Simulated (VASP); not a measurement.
The system is PbSe.

```
CELL_PARAMETERS angstrom
0.13168 3.55488 3.55488
3.55488 0.13168 3.55488
3.55488 3.55488 0.13168
ATOMIC_POSITIONS crystal
Pb 0.00230 0.00230 0.00230
Se 0.24770 0.24770 0.24770
```

This cell differs from its parent crystal: strain along [111] +5.8%.

Base run:

| Quantity | Value |
| --- | --- |
| Program | VASP 6.6.1 |
| Functional | r2SCAN |
| Potentials or basis | VASP PAW PBE potentials, release 64 (Pb_d, Se) |
| Cutoff | 520 eV |
| k mesh | 6 × 6 × 6 |
| Occupations | gaussian, width 0.01 eV |
| Spin | no spin polarisation |

Its results: band gap on the k mesh 1.09 eV (least direct gap 1.45 eV); pressure -1.8 GPa.

Task: The run is repeated on the same cell with these changes: functional from r2SCAN to HSE06; k mesh from 6 × 6 × 6 to 4 × 4 × 4. What comes out?

Result: Band gap on the k mesh 1.26 eV (least direct gap 1.77 eV); pressure -1.7 GPa.

Several settings changed at once.

Caveats: the structure was generated, so it needn't be the stable form of PbSe; the PAW data sets were made with another functional, which shifts forces and pressure a little; spin-orbit coupling is left out, which moves the levels of the heavy elements.

A k mesh can miss the band edges.
